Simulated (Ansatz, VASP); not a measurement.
## Hf3ZrS8: VASP beside Ansatz

INCAR

```
ALGO = Normal
EDIFF = 1E-6
ENCUT = 520
GGA = PS
ISIF = 2
ISMEAR = 0
LASPH = T
LCHARG = T
LELF = T
LREAL = F
LVHAR = T
LWAVE = F
NBANDS = 57
NELM = 80
PREC = Accurate
SIGMA = 0.02
```

Contents of KPOINTS:

```
k-points
0
Gamma
  4 4 4
```

Contents of POSCAR:

```
Hf3ZrS8
1.0
    6.3384389461      0.0000000000      0.0001915409
    0.0000000000      7.3217999875      0.0000000000
   -0.0011912136      0.0000000000      6.8123926347
Zr Hf S
1 3 8
Direct
    0.5000000000      0.0000000000      0.0000000000
    0.0000000000      0.7496623595      0.0000000000
    0.5000000000      0.5000000000      0.0000000000
    0.0000000000      0.2503376405      0.0000000000
    0.6677989245      0.7482624213      0.2124711050
    0.1670024481      0.5000000000      0.2120357244
    0.6677989245      0.2517375787      0.2124711050
    0.1640885630      0.0000000000      0.2124440678
    0.8359114370      0.0000000000      0.7875559322
    0.3322010755      0.7482624213      0.7875288950
    0.8329975519      0.5000000000      0.7879642756
    0.3322010755      0.2517375787      0.7875288950
```

Input for Ansatz:

```yaml
crystal:
  lattice:
    - [6.3384389461, 0.0, 0.0001915409]
    - [0.0, 7.3217999875, 0.0]
    - [-0.0011912136, 0.0, 6.8123926347]
  atoms:
    - { symbol: Zr, position: [0.5, 0.0, 0.0] }
    - { symbol: Hf, position: [0.0, 0.7496623595, 0.0] }
    - { symbol: Hf, position: [0.5, 0.5, 0.0] }
    - { symbol: Hf, position: [0.0, 0.2503376405, 0.0] }
    - { symbol: S, position: [0.6677989245, 0.7482624213, 0.212471105] }
    - { symbol: S, position: [0.1670024481, 0.5, 0.2120357244] }
    - { symbol: S, position: [0.6677989245, 0.2517375787, 0.212471105] }
    - { symbol: S, position: [0.164088563, 0.0, 0.2124440678] }
    - { symbol: S, position: [0.835911437, 0.0, 0.7875559322] }
    - { symbol: S, position: [0.3322010755, 0.7482624213, 0.787528895] }
    - { symbol: S, position: [0.8329975519, 0.5, 0.7879642756] }
    - { symbol: S, position: [0.3322010755, 0.2517375787, 0.787528895] }
basis:
  ecutwfc: 420
kpoints:
  mp_grid: { grid: [4, 4, 4] }
  band_path:
    path:
      - [0.0, 0.0, 0.0]
      - [0.0, 0.5, 0.0]
      - [0.0, 0.5, 0.5]
      - [0.0, 0.0, 0.5]
      - [0.0, 0.0, 0.0]
      - [-0.5, 0.0, 0.5]
      - [-0.5, 0.5, 0.5]
      - [0.0, 0.5, 0.0]
      - [-0.5, 0.5, 0.0]
      - [-0.5, 0.0, 0.0]
      - [0.0, 0.0, 0.0]
    npoints: 10
hamiltonian:
  xc: pbesol
scf:
  occupations: { method: gaussian, width: 0.02 }
  n_extra_bands: 30
output:
  forces: true
  stress: true
  eigenvalues: true
  populations: true
  dos: { projected: true, de: 0.02, nscf_kmesh: { grid: [6, 6, 6] } }
  bader: false
```

Alike in both runs: task single point; functional PBEsol; k mesh 4 × 4 × 4; occupations gaussian, width 0.02 eV; no spin polarisation.

```csv
,VASP,Ansatz
version,VASP 6.6.1,Ansatz 0.2.0
potentials or method,"VASP PAW PBE potentials, release 64 (Zr_sv, Hf_pv, S), cutoff 520 eV","scalar-relativistic, plane waves, PAW"
valence electrons in the cell,90,138
```

|  | VASP | Ansatz | Ansatz less VASP |
| --- | --- | --- | --- |
| gap on the k mesh at the Fermi level (eV) | 1.12 | 1.10 | -0.012 |
| least direct gap on the mesh (eV) | 1.15 | 1.14 | -0.012 |
| pressure (GPa) | -2.9 | -2.6 | +0.30 |
| traceless stress, the component that is largest in VASP (GPa) | 0.80 | 0.76 | -0.049 |
| rms of the force components (eV/Å) | 0.147 | 0.128 | -0.0181 |

VASP's potentials were made for PBE, not for PBEsol. Atom by atom the forces differ by 0.022 eV/Å (rms over components). VASP's potentials hold 90 valence electrons a cell and Ansatz's 138, so a difference there can come from the potentials and not from the codes.

Spin-orbit coupling is off throughout.
